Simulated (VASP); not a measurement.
# CoSi (P4/mmm) in VASP: single point with PBE

Aim: the single point of CoSi with PBE.

All numbers are computed with VASP 6.6.1; they aren't measurements. Logs are shortened: lines on timing, memory, paths and dates and some standing lists are left out, and cuts for length are marked.

## (1) The cell of the first run

Symmetry: P4/mmm, No. 123, tetragonal system. Conventional cell: a = 2.810 Å, b = 2.810 Å, c = 2.726 Å, α = 90.00°, β = 90.00°, γ = 90.00°. Within 3.2 Å of Co (site symmetry 4/mmm) lie 8 Si at 2.41 Å and 6 Co at 2.73 to 2.81 Å. Si (site symmetry 4/mmm) has 8 Co at 2.41 Å and 6 Si at 2.73 to 2.81 Å within 3.2 Å.

## (2) Single point, PBE, collinear spin, ferromagnetic start (stretched by -2 % along [0.0, 0.0, 1.0] at fixed volume)

Contents of INCAR:

```
SYSTEM = CoSi
  ALGO = Normal
  EDIFF = 1E-7
  ENCUT = 520
  GGA = PE
  ISIF = 2
  ISMEAR = -1
  ISPIN = 2
  LASPH = .True.
  LCHARG = .True.
  LELF = .True.
  LMAXMIX = 4
  LORBIT = 11
  LREAL = .False.
  LVHAR = .True.
  LWAVE = .False.
  MAGMOM = 2 0
  NBANDS = 18
  NELM = 150
  PREC = Accurate
  SIGMA = 0.1
```

Contents of KPOINTS:

```
k-points
0
Gamma
  10 10 11
  0 0 0
```

Contents of POSCAR:

```
CoSi
1.0
    2.8095716175      0.0000000000      0.0000000000
    0.0000000000      2.8095716175      0.0000000000
    0.0000000000      0.0000000000      2.7257073200
Co Si
1 1
Direct
    0.0000000000      0.0000000000      0.0000000000
    0.5000000000      0.5000000000      0.5000000000
```

Potentials or basis: VASP PAW PBE potentials, release 64 (Co, Si).

Run with:

```
> cat potpaw_PBE.64/Co/POTCAR potpaw_PBE.64/Si/POTCAR > POTCAR
> mpirun -np 1 vasp_std > vasp.out
```

OUTCAR:

```text
SYSTEM = CoSi
   EDIFF = 1E-7
   ENCUT = 520
   GGA = PE
   ISIF = 2
   ISMEAR = -1
   ISPIN = 2
   LASPH = .True.
   LORBIT = 11
   LREAL = .False.
   NELM = 150
   PREC = Accurate

 ion  position               nearest neighbor table
   1  0.000  0.000  0.000-   2 2.41   2 2.41   2 2.41   2 2.41   2 2.41   2 2.41   2 2.41   2 2.41

   2  0.500  0.500  0.500-   1 2.41   1 2.41   1 2.41   1 2.41   1 2.41   1 2.41   1 2.41   1 2.41

  LATTYP: Found a simple tetragonal cell.
 ALAT       =     2.8095716175
 C/A-ratio  =     0.9701505037

  Lattice vectors:

 A1 = (   2.8095716175,   0.0000000000,   0.0000000000)
 A2 = (   0.0000000000,   2.8095716175,   0.0000000000)
 A3 = (   0.0000000000,   0.0000000000,   2.7257073200)

Analysis of symmetry for initial positions (statically):
=====================================================================
 Subroutine PRICEL returns:
 Original cell was already a primitive cell.

 Routine SETGRP: Setting up the symmetry group for a
 simple tetragonal supercell.

 Subroutine GETGRP returns: Found 16 space group operations
 (whereof 16 operations were pure point group operations)
 out of a pool of 16 trial point group operations.

The static configuration has the point symmetry D_4h.

Analysis of symmetry for dynamics (positions and initial velocities):
=====================================================================
 Subroutine PRICEL returns:
 Original cell was already a primitive cell.

 Routine SETGRP: Setting up the symmetry group for a
 simple tetragonal supercell.

 Subroutine GETGRP returns: Found 16 space group operations
 (whereof 16 operations were pure point group operations)
 out of a pool of 16 trial point group operations.

The dynamic configuration has the point symmetry D_4h.

Analysis of structural, dynamic, and magnetic symmetry:
=====================================================================
 Subroutine PRICEL returns:
 Original cell was already a primitive cell.

 Routine SETGRP: Setting up the symmetry group for a
 simple tetragonal supercell.

 Subroutine GETGRP returns: Found 16 space group operations
 (whereof 16 operations were pure point group operations)
 out of a pool of 16 trial point group operations.

The overall configuration has the point symmetry D_4h.

 Subroutine INISYM returns: Found 16 space group operations
 (whereof 16 operations are pure point group operations),
 and found     1 'primitive' translations

----------------------------------------------------------------------------------------

                                     Primitive cell

  volume of cell :      21.5159

  direct lattice vectors                    reciprocal lattice vectors
     2.809571618  0.000000000  0.000000000     0.355926147  0.000000000  0.000000000
     0.000000000  2.809571618  0.000000000     0.000000000  0.355926147  0.000000000
[... 113 lines left out ...]
   IVDW    =     0    specifies the selected vdW correction
   LEPSILON=     F    determine dielectric tensor
   LRPA    =     F    only Hartree local field effects (RPA)
 spin polarized calculation
  energy-cutoff  :      520.00
  volume of cell :       21.52
 maximum number of plane-waves:       598
 NGX is ok and might be reduce to    24
   NGX = 11   NGY = 11   NGZ = 11

 number of electron      13.0000000 magnetization       0.4906371

 Free energy of the ion-electron system (eV)
  ---------------------------------------------------
  ext. energy  EPLUGINS =         0.00000000
  ---------------------------------------------------
  free energy    TOTEN  =       -13.30792233 eV

  energy without entropy =      -13.25810851  energy(sigma->0) =      -13.28301542

 E-fermi :  12.8240     XC(G=0): -12.9424

 val. band max:       12.8170797178   @ k =   0.5000   0.2000   0.3636
 cond. band min:      12.8285352878   @ k =   0.5000   0.2000   0.1818
 fundamental gap:      0.0114555701
 Fermi energy:        12.8239601619

 spin component 1

 k-point     1 :       0.0000    0.0000    0.0000
  band No.  band energies     occupation
      1      -1.4134      1.00000
      2       8.7385      1.00000
      3       8.7393      1.00000
      4      11.2278      1.00000
      5      11.3435      1.00000
      6      11.3435      1.00000
[... 493 lines left out ...]
     17      34.4716      0.00000
     18      37.2647      0.00000

 [... further k-points ...]

 spin component 2

 k-point     1 :       0.0000    0.0000    0.0000
  band No.  band energies     occupation
      1      -1.4062      1.00000
      2       9.2416      1.00000
      3       9.3134      1.00000
      4      11.5616      1.00000
      5      11.6629      0.99999
      6      11.6629      0.99999
[... 493 lines left out ...]
     17      34.5364      0.00000
     18      37.3057      0.00000

 [... further k-points ...]

------------------------ aborting loop because EDIFF is reached ----------------------------------------

  FORCE on cell =-STRESS in cart. coord.  units (eV):
  Direction    XX          YY          ZZ          XY          YZ          ZX
  --------------------------------------------------------------------------------------
  -------------------------------------------------------------------------------------
  Total       -0.0306668     -0.0306668      0.2333935     -0.0000000      0.0000000     -0.0000000
  in kB       -2.2835990     -2.2835990     17.3796022     -0.0000000      0.0000000     -0.0000000
  external PRESSURE =       4.2708014 kB  Pullay stress =       0.0000000 kB

 VOLUME and BASIS-vectors are now :
 -----------------------------------------------------------------------------
  energy-cutoff  :      520.00
  volume of cell :       21.52
      direct lattice vectors                 reciprocal lattice vectors
     2.809571618  0.000000000  0.000000000     0.355926147  0.000000000  0.000000000
     0.000000000  2.809571618  0.000000000     0.000000000  0.355926147  0.000000000
     0.000000000  0.000000000  2.725707320     0.000000000  0.000000000  0.366877248

 POSITION                                       TOTAL-FORCE (eV/Angst)
 -----------------------------------------------------------------------------------
      0.00000      0.00000      0.00000         0.000000      0.000000      0.000000
      1.40479      1.40479      1.36285         0.000000      0.000000      0.000000
 -----------------------------------------------------------------------------------
    total drift:                               -0.000000      0.000000      0.000000

  FREE ENERGIE OF THE ION-ELECTRON SYSTEM (eV)
  ---------------------------------------------------
  free  energy   TOTEN  =       -13.3079223288 eV

  energy  without entropy=      -13.2581085138  energy(sigma->0) =      -13.28301542

 total charge

# of ion       s       p       d       tot
------------------------------------------
    1        0.440   0.589   7.580   8.608
    2        0.709   0.864   0.000   1.574
--------------------------------------------------
tot          1.149   1.453   7.580  10.182

 magnetization (x)

# of ion       s       p       d       tot
------------------------------------------
    1        0.005   0.000   0.490   0.495
    2        0.002   0.009   0.000   0.010
--------------------------------------------------
tot          0.007   0.009   0.490   0.505
```

OSZICAR:

```text
N       E                     dE             d eps       ncg     rms          rms(c)
DAV:   1     0.468136485690E+02    0.46814E+02   -0.50438E+03  9306   0.750E+02
DAV:   2    -0.119900196717E+02   -0.58804E+02   -0.51564E+02 10090   0.167E+02
DAV:   3    -0.146346660432E+02   -0.26446E+01   -0.25887E+01 10646   0.369E+01
DAV:   4    -0.146657780065E+02   -0.31112E-01   -0.31078E-01 10648   0.357E+00
DAV:   5    -0.146664802157E+02   -0.70221E-03   -0.70214E-03 10944   0.550E-01    0.151E+01
DAV:   6    -0.175205910447E+02   -0.28541E+01   -0.35610E+01  9994   0.736E+01    0.175E+01
DAV:   7    -0.133344304199E+02    0.41862E+01   -0.19195E+01 10356   0.497E+01    0.259E+00
DAV:   8    -0.133223334885E+02    0.12097E-01   -0.16985E-01 10762   0.268E+00    0.147E+00
DAV:   9    -0.133090181610E+02    0.13315E-01   -0.21903E-02 12094   0.162E+00    0.647E-01
DAV:  10    -0.133080132990E+02    0.10049E-02   -0.76158E-04 12596   0.238E-01    0.203E-01
DAV:  11    -0.133079392946E+02    0.74004E-04   -0.21023E-04 11444   0.147E-01    0.934E-02
DAV:  12    -0.133079319542E+02    0.73404E-05   -0.12414E-04 11642   0.117E-01    0.331E-02
DAV:  13    -0.133079232359E+02    0.87183E-05   -0.30151E-06 11106   0.135E-02    0.919E-03
DAV:  14    -0.133079226476E+02    0.58828E-06   -0.78438E-07  9246   0.895E-03    0.397E-03
DAV:  15    -0.133079223919E+02    0.25567E-06   -0.15507E-07  5312   0.375E-03    0.984E-04
DAV:  16    -0.133079223288E+02    0.63081E-07   -0.22333E-08  5052   0.146E-03
   1 F= -.13307922E+02 E0= -.13283015E+02  d E =-.498138E-01  mag=     0.4906
```

stdout:

```text
POSCAR found type information on POSCAR CoSi
 POSCAR found :  2 types and       2 ions
 scaLAPACK will be used
 LDA part: xc-table for (Slater+PW92), standard interpolation
 POSCAR, INCAR and KPOINTS ok, starting setup
 FFT: planning ... GRIDC
 FFT: planning ... GRID_SOFT
 FFT: planning ... GRID
 WAVECAR not read
 entering main loop
```

It took 87 s on 1 thread of Intel Xeon Platinum 8259CL at 2.50GHz (Skylake/Cascade Lake), shared host; peak memory 0.2 GiB.

Results:

```yaml
Free_energy: -13.3079 eV
Pressure: 0.4 GPa
Net_moment: 0.49 μB per cell
Site_moments: Co +0.49; Si +0.01 μB
Valence_electrons_inside_the_program's_atomic_spheres: Co 8.61; Si 1.57
```

Stress tensor (GPa, compression positive):
```
-0.23  0.00  0.00
 0.00 -0.23  0.00
 0.00  0.00  1.74
```
